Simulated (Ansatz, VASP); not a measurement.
HfH5: VASP beside Ansatz

```
Hf H
1.0
     2.40733   -2.41304    0.00000
     2.40733    2.41304    0.00000
     0.00000    0.00000    4.18437
Hf H
1 5
Direct
  0.00000 0.00000 0.00000
  0.00000 0.50000 0.24594
  0.50000 0.00000 0.75406
  0.00000 0.50000 0.75406
  0.50000 0.00000 0.24594
  0.00000 0.00000 0.50000
```

Alike in both runs: functional PBE; k mesh 12 × 12 × 10; occupations gaussian, width 0.1 eV; no spin polarisation.

Ansatz relaxed the structure, and its values are those at the end. VASP's run is a single point on that final structure, the one shown.

```csv
,VASP,Ansatz
version,VASP 6.6.1,Ansatz 0.2.0
potentials or method,"VASP PAW PBE potentials, release 64 (Hf_pv, H), cutoff 520 eV","scalar-relativistic, plane waves, PAW"
valence electrons in the cell,15,31
```

```csv
,VASP,Ansatz,Ansatz less VASP
gap on the k mesh at the Fermi level (eV),none,none,-
pressure (GPa),-0.2,0.0,+0.19
```

A gap of «none» marks a metal or a gap that the smearing closes. The functional is the same, so the differences come from potentials, cutoffs and numerics. VASP's potentials hold 15 valence electrons a cell and Ansatz's 31, so a difference there can come from the potentials and not from the codes.

Neither program's run includes spin-orbit coupling.
